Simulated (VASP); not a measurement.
Here is a VASP 6.6.1 calculation.

Contents of INCAR:

```
PREC = Accurate
ENCUT = 520
EDIFF = 1E-7
ISMEAR = -1
SIGMA = 0.05
LREAL = False
LASPH = True
NELM = 150
ALGO = Normal
ISIF = 2
LWAVE = False
LCHARG = False
ISPIN = 2
MAGMOM = 3 0
LORBIT = 11
LMAXMIX = 4
GGA = PE
NBANDS = 18
```

File KPOINTS:

```
regular mesh
0
Gamma
  12 12 12
```

The input POSCAR:

```
FeO
1.0
   -1.6021034130      1.6021034130      2.0833922500
    1.6021034130     -1.6021034130      2.0833922500
    1.6021034130      1.6021034130     -2.0833922500
Fe O
1 1
Direct
    0.0000000000      0.0000000000      0.0000000000
    0.5000000000      0.5000000000      0.0000000000
```

Potentials or basis: VASP PAW PBE potentials, release 64 (Fe, O).

Launch:

```sh
$ cat potpaw_PBE.64/Fe/POTCAR potpaw_PBE.64/O/POTCAR > POTCAR
$ mpirun -np 1 vasp_std > vasp.out
```

Task: What does it give for the pressure?

Result: -8.7 GPa.

Task: Predict the net moment.

Result: 4.00 μB per cell.

Stress tensor (GPa, compression positive):
```
-10.36   0.00   0.00
  0.00 -10.36   0.00
  0.00   0.00  -5.26
```

Caveat: the stress differs along the axes, from -10 to -5 GPa; a cell with one magnetic atom can't hold antiferromagnetic order, which such compounds often take.
